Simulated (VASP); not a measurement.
A run of VASP 6.6.1 is set up as follows.

INCAR

```
PREC = Accurate
ENCUT = 520
EDIFF = 1E-7
ISMEAR = -1
SIGMA = 0.05
LREAL = F
LASPH = T
NELM = 100
ALGO = Normal
ISIF = 2
LWAVE = F
LCHARG = F
GGA = PS
NBANDS = 12
```

The input KPOINTS:

```
Automatic mesh
0
Gamma
  17 17 17
```

Contents of POSCAR:

```
Zn
1.0
    2.3804630774      0.0000000000      0.0000000000
    0.0000000000      2.3804630774      0.0000000000
    0.0000000000      0.0000000000      2.3804630774
Zn
1
Direct
    0.0000000000      0.0000000000      0.0000000000
```

Potentials or basis: VASP PAW PBE potentials, release 64 (Zn).

Run with:

```sh
$ cat potpaw_PBE.64/Zn/POTCAR > POTCAR
$ mpirun -np 1 vasp_std > vasp.out
```

Problem. Predict the pressure.

Solution. 24.7 GPa.

Problem. What does it give for the band gap on the k mesh?

Solution. Zero (band 6 reaches 9.79 eV, above the bottom of band 7 at 1.41 eV).

Caveat: the PAW data sets were made with another functional, which shifts forces and pressure a little.
